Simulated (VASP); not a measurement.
Wanted: the native input for a VASP 6.6.1 run.

```
Task                   : single point
Functional             : PBEsol
Potentials or basis    : VASP PAW PBE potentials, release 64 (Be)
Cutoff                 : 520 eV
k mesh                 : 26 × 26 × 26
Occupations            : gaussian, width 0.15 eV
Spin                   : no spin polarisation
Dipole correction      : no
Further INCAR settings : ALGO = Fast; EDIFF = 1e-06; NBANDS = 7
```

The structure of Be lies in POSCAR:

```
Be
1.0
   -1.2531209513      1.2531209513      1.2719177656
    1.2531209513     -1.2531209513      1.2719177656
    1.2531209513      1.2531209513     -1.2719177656
Be
1
Direct
    0.0000000000      0.0000000000      0.0000000000
```

This isn't the form of Be at room conditions, which is hcp.

This cell differs from its parent crystal: strain +0.000 along x and y, +0.015 along z.

One way to write it, as run:

INCAR

```
PREC = Accurate
ENCUT = 520
EDIFF = 1E-6
ISMEAR = 0
SIGMA = 0.15
LREAL = False
LASPH = True
NELM = 60
ALGO = Fast
ISIF = 2
LWAVE = False
LCHARG = False
GGA = PS
NBANDS = 7
```

KPOINTS

```
regular mesh
0
Gamma
  26 26 26
```

Potentials or basis: VASP PAW PBE potentials, release 64 (Be).

Launch:

```sh
$ cat potpaw_PBE.64/Be/POTCAR > POTCAR
$ mpirun -np 1 vasp_std > vasp.out
```

Results of the run:

The pressure is -3.3 GPa and the band gap on the k mesh is zero (bands 1 and 2 overlap by 4.85 eV).

Caveat: the cell differs from its parent crystal (strain +0.000 along x and y, +0.015 along z); the cell stands under tension; the PAW data sets were made with another functional, which shifts forces and pressure a little.

Run time: 35 s on 1 thread of Intel Xeon 8259CL (shared host), peak memory 0.17 GiB.
